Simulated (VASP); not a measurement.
Runs of VASP 6.6.1 on Be. The structure is that of space group P4_2/mnm (No. 136), or close to it. The cells are those of the table. 

```csv
cell,gap on the mesh (eV),pressure (GPa),largest force (eV/Å)
"a = 3.722, b = 3.722, c = 2.266 Å, 4 atoms",none,2.7,0.01
"a = 3.747, b = 3.747, c = 2.281 Å, 4 atoms",none,(b),0.69
"a = 3.772, b = 3.772, c = 2.296 Å, 4 atoms",none,-2.1,0.01
"a = 3.820, b = 3.820, c = 2.326 Å, 4 atoms",none,-6.2,0.03
"a = 3.796, b = 3.796, c = 2.311 Å, 4 atoms",none,-4.2,0.02
"a = 3.696, b = 3.696, c = 2.250 Å, 4 atoms",none,5.4,0.02
"a = 3.670, b = 3.670, c = 2.235 Å, 4 atoms",none,(a),0.03
```

Alike in all rows: task single point; level PBE; potentials or basis VASP PAW PBE potentials, release 64 (Be); no spin polarisation; k mesh 7 × 7 × 12; cutoff (eV) 520; smearing fermi-dirac 0.05 eV.

Question: Fill in the values left out.

Answer: (a) 8.4; (b) 0.5.

A gap of «none» marks levels without a gap at the run's occupations.
